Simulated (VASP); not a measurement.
Here is a VASP 6.6.1 calculation.

POSCAR

```
Pb
1.0
    0.0000000000      2.4326730674      2.4326730674
    2.4326730674      0.0000000000      2.4326730674
    2.4326730674      2.4326730674      0.0000000000
Pb
1
Direct
    0.0000000000      0.0000000000      0.0000000000
```

The input INCAR.step1:

```
ALGO = Normal
EDIFF = 1E-5
EDIFFG = -0.005
ENCUT = 550
GGA = PE
GGA_COMPAT = False
IBRION = 2
ISIF = 3
ISMEAR = 0
LASPH = True
LCHARG = False
LREAL = False
LWAVE = True
NELM = 120
NELMIN = 4
NSW = 100
PREC = Accurate
SIGMA = 0.1
```

Contents of INCAR.step2:

```
ALGO = Normal
BPARAM = 11.95
CPARAM = 0.0093
EDIFF = 1E-7
EDIFFG = -0.004
ENCUT = 550
GGA_COMPAT = False
IBRION = 2
ISIF = 3
ISMEAR = 0
ISTART = 1
IVDW_NL = 2
LASPH = True
LCHARG = False
LMIXTAU = True
LREAL = False
LUSE_VDW = True
LWAVE = False
METAGGA = R2SCAN
NELM = 120
NELMIN = 4
NSW = 70
PREC = Accurate
PSTRESS = 30.0
SIGMA = 0.1
```

Contents of KPOINTS:

```
k-points
0
Gamma
  16 16 16
```

Potentials or basis: VASP PAW PBE potentials, release 64 (Pb_d).

Command:

```sh
$ cat potpaw_PBE.64/Pb_d/POTCAR > POTCAR
$ cp INCAR.step1 INCAR
$ mpirun -np 1 vasp_std > vasp.out
$ cp INCAR.step2 INCAR
$ mpirun -np 1 vasp_std > vasp.out
```

Task: What does it give for the space group after relaxing (to 0.1 Å)?

Result: Fm-3m (No. 225).

Task: Estimate the band gap on the k mesh.

Result: Zero (bands 7 and 8 overlap by 10.00 eV).

Step by step:
```csv
step,energy change (eV),largest force (eV/Å),pressure (GPa),volume (Å³)
1,0.0000,0.0000,3.25,28.79
2,-0.0036,0.0000,2.83,28.98
3,-0.0022,0.0000,3.01,28.91
```

Caveat: the cell is relaxed towards a set pressure, so the run minimises the enthalpy, not the energy; the PAW data sets were made with another functional, which shifts forces and pressure a little; spin-orbit coupling is left out, which moves the levels of the heavy elements. Zero-point motion and thermal expansion aren't in these numbers.
